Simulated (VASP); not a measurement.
# SnTe (Fm-3m) in VASP: further runs

Runs on SnTe. Level: PBE. Tasks: single point, relaxation of cell and atoms.

All numbers are computed with VASP 6.6.1; they aren't measurements. Logs are shortened: lines on timing, memory, paths and dates and some standing lists are left out, and cuts for length are marked.

### 1 The cell of the first run

Symmetry: Fm-3m, No. 225, cubic system. The conventional cell has a = 6.372 Å, b = 6.372 Å, c = 6.372 Å, α = 90.00°, β = 90.00°, γ = 90.00°. Sn (site symmetry m-3m) has 6 Te at 3.19 Å within 4.2 Å. Te (site symmetry m-3m) has 6 Sn at 3.19 Å within 4.2 Å.

### 2 Single point, PBE

File INCAR:

```
PREC = Accurate ; ENCUT = 500
EDIFF = 1E-6 ; ISMEAR = 0
SIGMA = 0.1 ; LREAL = False
LASPH = True ; NELM = 120
ALGO = Normal ; ISIF = 2
LWAVE = False ; LCHARG = False
GGA = PE ; NBANDS = 17
GGA_COMPAT = False
```

File KPOINTS:

```
regular mesh
0
Gamma
  6 6 6
```

File POSCAR:

```
SnTe
1.0
    0.0000000000      3.1858130700      3.1858130700
    3.1858130700      0.0000000000      3.1858130700
    3.1858130700      3.1858130700      0.0000000000
Sn Te
1 1
Direct
    0.0000000000      0.0000000000      0.0000000000
    0.5000000000      0.5000000000      0.5000000000
```

Potentials or basis: VASP PAW PBE potentials, release 64 (Sn_d, Te).

On the command line:

```console
$ cat potpaw_PBE.64/Sn_d/POTCAR potpaw_PBE.64/Te/POTCAR > POTCAR
$ mpirun -np 1 vasp_std > vasp.out
```

OUTCAR:

```text
PREC = Accurate
   ENCUT = 500
   EDIFF = 1E-6
   ISMEAR = 0
   LREAL = False
   LASPH = True
   NELM = 120
   ISIF = 2
   GGA = PE

 ion  position               nearest neighbor table
   1  0.000  0.000  0.000-   2 3.19   2 3.19   2 3.19   2 3.19   2 3.19   2 3.19
   2  0.500  0.500  0.500-   1 3.19   1 3.19   1 3.19   1 3.19   1 3.19   1 3.19

  LATTYP: Found a face centered cubic cell.
 ALAT       =     6.3716261400

  Lattice vectors:

 A1 = (   0.0000000000,   3.1858130700,   3.1858130700)
 A2 = (   3.1858130700,   0.0000000000,   3.1858130700)
 A3 = (   3.1858130700,   3.1858130700,   0.0000000000)

Analysis of symmetry for initial positions (statically):
=====================================================================
 Subroutine PRICEL returns:
 Original cell was already a primitive cell.

 Routine SETGRP: Setting up the symmetry group for a
 face centered cubic supercell.

 Subroutine GETGRP returns: Found 48 space group operations
 (whereof 48 operations were pure point group operations)
 out of a pool of 48 trial point group operations.

The static configuration has the point symmetry O_h .

Analysis of symmetry for dynamics (positions and initial velocities):
=====================================================================
 Subroutine PRICEL returns:
 Original cell was already a primitive cell.

 Routine SETGRP: Setting up the symmetry group for a
 face centered cubic supercell.

 Subroutine GETGRP returns: Found 48 space group operations
 (whereof 48 operations were pure point group operations)
 out of a pool of 48 trial point group operations.

The dynamic configuration has the point symmetry O_h .

 Subroutine INISYM returns: Found 48 space group operations
 (whereof 48 operations are pure point group operations),
 and found     1 'primitive' translations

----------------------------------------------------------------------------------------

                                     Primitive cell

  volume of cell :      64.6682

  direct lattice vectors                    reciprocal lattice vectors
     0.000000000  3.185813070  3.185813070    -0.156945806  0.156945806  0.156945806
     3.185813070  0.000000000  3.185813070     0.156945806 -0.156945806  0.156945806
     3.185813070  3.185813070  0.000000000     0.156945806  0.156945806 -0.156945806

  length of vectors
     4.505420051  4.505420051  4.505420051     0.271838110  0.271838110  0.271838110

  position of ions in fractional coordinates (direct lattice)
     0.000000000  0.000000000  0.000000000
     0.500000000  0.500000000  0.500000000

[... 68 lines left out ...]
   LREAL  =      F    real-space projection
   EDIFFG = 0.1E-04   stopping-criterion for IOM
   NSW    =      0    number of steps for IOM
   IBRION =     -1    ionic relax: 0-MD 1-quasi-New 2-CG
   NFREE  =      0    steps in history (QN), initial steepest desc. (CG)
   ISIF   =      2    stress and relaxation
   ISYM   =      2    0-nonsym 1-usesym 2-fastsym
   POTIM  = 0.5000    time-step for ionic-motion
   TEBEG  =    0.0;   TEEND  =   0.0 temperature during run
   PSTRESS=    0.0 pullay stress
   NELECT =      20.0000    total number of electrons
   NUPDOWN=      -1.0000    fix difference up-down
   EMIN   =  10.00;   EMAX   =-10.00  energy-range for DOS
   EFERMI =   0.00;   METHOD = LEGACY
   ISMEAR =     0;   SIGMA  =   0.10  broadening in eV -4-tet -1-fermi 0-gaus
   EFERMI_NEDOS =   21; number of points for ismear=-14 and -15
   IALGO  =     38    algorithm
   IMIX   =      4    mixing-type and parameters
     AMIX     =   0.40;   BMIX     =  1.00
     AMIX_MAG =   1.60;   BMIX_MAG =  1.00
  volume/ion in A,a.u.               =      32.33       218.20
  Fermi-wavevector in a.u.,A,eV,Ry     =   1.107103  2.092121 16.676337  1.225676
  Thomas-Fermi vector in A             =   2.243612
   LORBIT       =      0    0 simple, 1 ext, 2 COOP (PROOUT), +10 PAW based schemes
   GGA     = PE    functional components
   LHFCALC =     F    Hartree Fock is set to
   AEXX    =    0.0000 exact exchange contribution
   IVDW    =     0    specifies the selected vdW correction
   LEPSILON=     F    determine dielectric tensor
   LRPA    =     F    only Hartree local field effects (RPA)
 non-spin polarized calculation
 Gauss-broadening in eV      SIGMA  =   0.10
  energy-cutoff  :      500.00
  volume of cell :       64.67
 maximum number of plane-waves:      1676
 NGX is ok and might be reduce to    36
   NGX = 17   NGY = 17   NGZ = 17

 number of electron      20.0000002 magnetization

 Free energy of the ion-electron system (eV)
  ---------------------------------------------------
  ext. energy  EPLUGINS =         0.00000000
  ---------------------------------------------------
  free energy    TOTEN  =        -7.56288462 eV

  energy without entropy =       -7.56079503  energy(sigma->0) =       -7.56183983

 E-fermi :   6.5783     XC(G=0):  -9.3495

 val. band max:        6.5782261242   @ k =   0.5000   0.0000   0.0000
 cond. band min:       6.5784729722   @ k =   0.5000   0.0000   0.0000
 fundamental gap:      0.0002468480
 Fermi energy:         6.5783495434

 k-point     1 :       0.0000    0.0000    0.0000
  band No.  band energies     occupation
      1     -15.3520      2.00000
      2     -15.3520      2.00000
      3     -15.3477      2.00000
      4     -15.3477      2.00000
      5     -15.3477      2.00000
      6      -6.0160      2.00000
[... 297 lines left out ...]
      4     -15.3416      2.00000
      5     -15.3384      2.00000
      6      -4.4846      2.00000
[... 9 lines left out ...]
     16      16.4855      0.00000
     17      17.6841      0.00000

------------------------ aborting loop because EDIFF is reached ----------------------------------------

  FORCE on cell =-STRESS in cart. coord.  units (eV):
  Direction    XX          YY          ZZ          XY          YZ          ZX
  --------------------------------------------------------------------------------------
  -------------------------------------------------------------------------------------
  Total        0.2761268      0.2761268      0.2761268      0.0000000      0.0000000     -0.0000000
  in kB        6.8411375      6.8411375      6.8411375      0.0000000      0.0000000     -0.0000000
  external PRESSURE =       6.8411375 kB  Pullay stress =       0.0000000 kB

 VOLUME and BASIS-vectors are now :
 -----------------------------------------------------------------------------
  energy-cutoff  :      500.00
  volume of cell :       64.67
      direct lattice vectors                 reciprocal lattice vectors
     0.000000000  3.185813070  3.185813070    -0.156945806  0.156945806  0.156945806
     3.185813070  0.000000000  3.185813070     0.156945806 -0.156945806  0.156945806
     3.185813070  3.185813070  0.000000000     0.156945806  0.156945806 -0.156945806

 POSITION                                       TOTAL-FORCE (eV/Angst)
 -----------------------------------------------------------------------------------
      0.00000      0.00000      0.00000        -0.000000      0.000000     -0.000000
      3.18581      3.18581      3.18581         0.000000     -0.000000      0.000000
 -----------------------------------------------------------------------------------
    total drift:                               -0.000000      0.000000      0.000000

  FREE ENERGIE OF THE ION-ELECTRON SYSTEM (eV)
  ---------------------------------------------------
  free  energy   TOTEN  =        -7.5628846194 eV

  energy  without entropy=       -7.5607950308  energy(sigma->0) =       -7.56183983
```

Run time: 37 s. Hardware: 1 thread of Intel Xeon 8259CL, shared host; peak memory 0.2 GiB.

What came out:

```yaml
Free_energy: -7.5629 eV
Pressure: 0.7 GPa
Band_gap_on_the_k_mesh: zero (filled and empty bands touch)
```

Caveat: semilocal functionals underestimate gaps, and a narrow one can read as zero; spin-orbit coupling is left out, which moves the levels of the heavy elements.

### 3 Single point, PBE

This run uses another cell than the first one, of 32.92 Å³/atom.

File INCAR:

```
PREC     = Accurate       # precision mode
ENCUT    = 500            # plane-wave cutoff, eV
EDIFF    = 1E-6           # SCF threshold, eV
ISMEAR   = 0              # smearing method
SIGMA    = 0.01           # smearing width, eV
LREAL    = F              # projectors in reciprocal space
LASPH    = T              # aspherical terms in the spheres
NELM     = 120            # most SCF steps
ALGO     = Normal         # electronic algorithm
ISIF     = 2              # what is computed and relaxed
LWAVE    = F              # write WAVECAR
LCHARG   = T              # write CHGCAR
GGA      = PE             # functional
LELF     = T              # ELF
LVHAR    = T            
NBANDS   = 17             # bands
GGA_COMPAT= F
```

File KPOINTS:

```
Automatic mesh
0
Gamma
  10 10 10
```

File POSCAR:

```
SnTe
1.0
    0.0000000000      3.2049117679      3.2049117679
    3.2049117679      0.0000000000      3.2049117679
    3.2049117679      3.2049117679      0.0000000000
Sn Te
1 1
Direct
    0.0000000000      0.0000000000      0.0000000000
    0.5000000000      0.5000000000      0.5000000000
```

Potentials or basis: VASP PAW PBE potentials, release 64 (Sn_d, Te).

On the command line:

```console
$ cat potpaw_PBE.64/Sn_d/POTCAR potpaw_PBE.64/Te/POTCAR > POTCAR
$ mpirun -np 1 vasp_std > vasp.out
```

OUTCAR:

```text
PREC = Accurate
   ENCUT = 500
   EDIFF = 1E-6
   ISMEAR = 0
   LREAL = F
   LASPH = T
   NELM = 120
   ISIF = 2
   GGA = PE

 ion  position               nearest neighbor table
   1  0.000  0.000  0.000-   2 3.20   2 3.20   2 3.20   2 3.20   2 3.20   2 3.20
   2  0.500  0.500  0.500-   1 3.20   1 3.20   1 3.20   1 3.20   1 3.20   1 3.20

  LATTYP: Found a face centered cubic cell.
 ALAT       =     6.4098235358

  Lattice vectors:

 A1 = (   0.0000000000,   3.2049117679,   3.2049117679)
 A2 = (   3.2049117679,   0.0000000000,   3.2049117679)
 A3 = (   3.2049117679,   3.2049117679,   0.0000000000)

Analysis of symmetry for initial positions (statically):
=====================================================================
 Subroutine PRICEL returns:
 Original cell was already a primitive cell.

 Routine SETGRP: Setting up the symmetry group for a
 face centered cubic supercell.

 Subroutine GETGRP returns: Found 48 space group operations
 (whereof 48 operations were pure point group operations)
 out of a pool of 48 trial point group operations.

The static configuration has the point symmetry O_h .
[... 159 lines left out ...]

  energy without entropy =       -7.56495182  energy(sigma->0) =       -7.56495185

 E-fermi :   6.3526     XC(G=0):  -9.2659

 val. band max:        6.3269355563   @ k =   0.5000   0.0000   0.0000
 cond. band min:       6.3783438227   @ k =   0.5000   0.0000   0.0000
 fundamental gap:      0.0514082664
 Fermi energy:         6.3526396803

 k-point     1 :       0.0000    0.0000    0.0000
  band No.  band energies     occupation
      1     -15.5533      2.00000
      2     -15.5533      2.00000
      3     -15.5503      2.00000
      4     -15.5503      2.00000
      5     -15.5503      2.00000
      6      -6.1016      2.00000
[... 457 lines left out ...]
      4     -15.5438      2.00000
      5     -15.5434      2.00000
      6      -5.0277      2.00000
[... 9 lines left out ...]
     16      15.4119      0.00000
     17      15.8640      0.00000

 [... further k-points ...]

------------------------ aborting loop because EDIFF is reached ----------------------------------------

  FORCE on cell =-STRESS in cart. coord.  units (eV):
  Direction    XX          YY          ZZ          XY          YZ          ZX
  --------------------------------------------------------------------------------------
  -------------------------------------------------------------------------------------
  Total       -0.0173551     -0.0173551     -0.0173551      0.0000000      0.0000000     -0.0000000
  in kB       -0.4223381     -0.4223381     -0.4223381      0.0000000      0.0000000     -0.0000000
  external PRESSURE =      -0.4223381 kB  Pullay stress =       0.0000000 kB

 VOLUME and BASIS-vectors are now :
 -----------------------------------------------------------------------------
  energy-cutoff  :      500.00
  volume of cell :       65.84
      direct lattice vectors                 reciprocal lattice vectors
     0.000000000  3.204911768  3.204911768    -0.156010535  0.156010535  0.156010535
     3.204911768  0.000000000  3.204911768     0.156010535 -0.156010535  0.156010535
     3.204911768  3.204911768  0.000000000     0.156010535  0.156010535 -0.156010535

 POSITION                                       TOTAL-FORCE (eV/Angst)
 -----------------------------------------------------------------------------------
      0.00000      0.00000      0.00000         0.000000      0.000000     -0.000000
      3.20491      3.20491      3.20491         0.000000      0.000000      0.000000
 -----------------------------------------------------------------------------------
    total drift:                               -0.000000      0.000000      0.000000

  FREE ENERGIE OF THE ION-ELECTRON SYSTEM (eV)
  ---------------------------------------------------
  free  energy   TOTEN  =        -7.5649518831 eV

  energy  without entropy=       -7.5649518221  energy(sigma->0) =       -7.56495185
```

Run time: 87 s. Hardware: 1 thread of Intel Xeon 8259CL, shared host; peak memory 0.23 GiB.

Results:

| Item | Value |
| --- | --- |
| Free energy | -7.5650 eV |
| Pressure | 0.0 GPa |
| Band gap on the k mesh | 0.05 eV |

Caveat: semilocal functionals underestimate gaps, and a narrow one can read as zero; spin-orbit coupling is left out, which moves the levels of the heavy elements.

### 4 Single point, PBE

This run uses another cell than the first one, of 32.92 Å³/atom.

File INCAR:

```
SYSTEM = SnTe
  PREC = Accurate
  ENCUT = 500
  EDIFF = 1E-6
  ISMEAR = 0
  SIGMA = 0.01
  LREAL = .FALSE.
  LASPH = .TRUE.
  NELM = 120
  ALGO = Normal
  ISIF = 2
  LWAVE = .FALSE.
  LCHARG = .FALSE.
  GGA = PE
  NBANDS = 17
  GGA_COMPAT = .FALSE.
```

File KPOINTS:

```
regular mesh
0
G
  10 10 10
  0 0 0
```

POSCAR is that of step 3.

On the command line:

```console
$ cat potpaw_PBE.64/Sn_d/POTCAR potpaw_PBE.64/Te/POTCAR > POTCAR
$ mpirun -np 1 vasp_std > vasp.out
```

Wall time 70 s (1 thread of Intel Xeon 8259CL, shared host); peak memory 0.23 GiB.

The run converged. Its results:

| Quantity | Value |
| --- | --- |
| Free energy | -7.5650 eV |
| Pressure | 0.0 GPa |
| Band gap on the k mesh | 0.05 eV |

Levels at points of the mesh, in eV from the valence-band top:
| k point | band 7 | band 8 | band 9 | band 10 | band 11 | band 12 | band 13 | band 14 |
| --- | --- | --- | --- | --- | --- | --- | --- | --- |
| (0.00, 0.00, 0.00) | -4.87 | -2.00 | -2.00 | -2.00 | 3.25 | 3.25 | 3.25 | 4.85 |
| (0.50, 0.00, 0.00) | -8.07 | -1.68 | -1.68 | 0.00 | 0.05 | 0.45 | 0.45 | 7.67 |
| (0.50, 0.50, 0.00) | -6.43 | -5.21 | -3.49 | -3.49 | 2.38 | 4.69 | 4.69 | 6.02 |

Caveat: semilocal functionals underestimate gaps, and a narrow one can read as zero; spin-orbit coupling is left out, which moves the levels of the heavy elements. A k mesh can miss the band edges.

### 5 Single point, PBE

This run uses another cell than the first one, of 32.92 Å³/atom.

File INCAR:

```
ALGO = Normal
EDIFF = 1E-6
ENCUT = 500
GGA = PE
GGA_COMPAT = F
ISIF = 2
ISMEAR = 0
LASPH = T
LCHARG = F
LREAL = F
LWAVE = F
NBANDS = 17
NELM = 120
PREC = Accurate
SIGMA = 0.1
```

File KPOINTS:

```
k-points
0
Gamma
  12 12 12
```

POSCAR is that of step 4.

On the command line:

```console
$ cat potpaw_PBE.64/Sn_d/POTCAR potpaw_PBE.64/Te/POTCAR > POTCAR
$ mpirun -np 1 vasp_std > vasp.out
```

Run time: 1.8 min. Hardware: 1 thread of Intel Xeon 8259CL, shared host; peak memory 0.25 GiB.

The run converged. Its results:

```
Free energy            : -7.5656 eV
Pressure               : -0.1 GPa
Band gap on the k mesh : 0.05 eV
```

Levels at points of the mesh, in eV from the valence-band top:
```csv
k point,band 8,band 9,band 10,band 11,band 12,band 13
"(0.00, 0.00, 0.00)",-2.00,-2.00,-2.00,3.25,3.25,3.25
"(0.50, 0.00, 0.00)",-1.68,-1.68,0.00,0.05,0.45,0.45
"(0.50, 0.50, 0.00)",-5.21,-3.49,-3.49,2.38,4.69,4.69
```

Caveat: semilocal functionals underestimate gaps, and a narrow one can read as zero; spin-orbit coupling is left out, which moves the levels of the heavy elements. A k mesh can miss the band edges.

### 6 Relaxation of cell and atoms, PBE

This run uses another cell than the first one, of 32.92 Å³/atom.

File INCAR:

```
ALGO = Normal
EDIFF = 1E-7
EDIFFG = -0.002
ENCUT = 500
GGA = PE
GGA_COMPAT = False
IBRION = 2
ISIF = 3
ISMEAR = 0
LASPH = True
LCHARG = False
LREAL = False
LWAVE = False
NELM = 120
NELMIN = 4
NSW = 100
PREC = Accurate
SIGMA = 0.01
```

File KPOINTS:

```
k-points
0
Gamma
  10 10 10
```

POSCAR is that of step 5.

Potentials or basis: VASP PAW PBE potentials, release 64 (Sn_d, Te).

On the command line:

```console
$ cat potpaw_PBE.64/Sn_d/POTCAR potpaw_PBE.64/Te/POTCAR > POTCAR
$ mpirun -np 1 vasp_std > vasp.out
```

Wall time 72 s (1 thread of Intel Xeon 8259CL, shared host); peak memory 0.23 GiB.

It converged, with:

```yaml
Free_energy: -7.5650 eV
Pressure_after_relaxing: 0.0 GPa
Band_gap_on_the_k_mesh: 0.05 eV
```

Final structure:
```
Sn Te
1.0
     0.00000    3.20491    3.20491
     3.20491    0.00000    3.20491
     3.20491    3.20491    0.00000
Sn Te
1 1
Direct
  0.00000 0.00000 0.00000
  0.50000 0.50000 0.50000
```

Levels at points of the mesh, in eV from the valence-band top:
```
           k point  band 8  band 9  band 10  band 11  band 12  band 13
(0.00, 0.00, 0.00)   -2.00   -2.00    -2.00     3.25     3.25     3.25
(0.50, 0.00, 0.00)   -1.68   -1.68     0.00     0.05     0.45     0.45
(0.50, 0.50, 0.00)   -5.21   -3.49    -3.49     2.38     4.69     4.69
```

Caveat: the relaxation stopped at its first step, so nothing moved; semilocal functionals underestimate gaps, and a narrow one can read as zero; spin-orbit coupling is left out, which moves the levels of the heavy elements. A k mesh can miss the band edges.

### 7 Overview

```csv
task,cell,k mesh,smearing,gap on the mesh (eV),pressure (GPa)
single point,"a = 4.505 Å, angles 60.0°, 2 atoms",6 × 6 × 6,gaussian 0.1 eV,none,0.7
single point,"a = 4.532 Å, angles 60.0°, 2 atoms",10 × 10 × 10,gaussian 0.01 eV,0.05,0.0
single point,"a = 4.532 Å, angles 60.0°, 2 atoms",12 × 12 × 12,gaussian 0.1 eV,0.05,-0.1
relaxation of cell and atoms,"relaxed from a = 4.532 Å, angles 60.0°, 2 atoms",10 × 10 × 10,gaussian 0.01 eV,0.05,0.0
```

Alike in all rows: level PBE; potentials or basis VASP PAW PBE potentials, release 64 (Sn_d, Te); no spin polarisation; cutoff (eV) 500.

Caveats: semilocal functionals underestimate gaps, and a narrow one can read as zero; spin-orbit coupling is left out, which moves the levels of the heavy elements; the relaxation stopped at its first step, so nothing moved (at least some runs).

Total energies depend on the potentials used, so only differences within one code and one set of settings carry meaning.
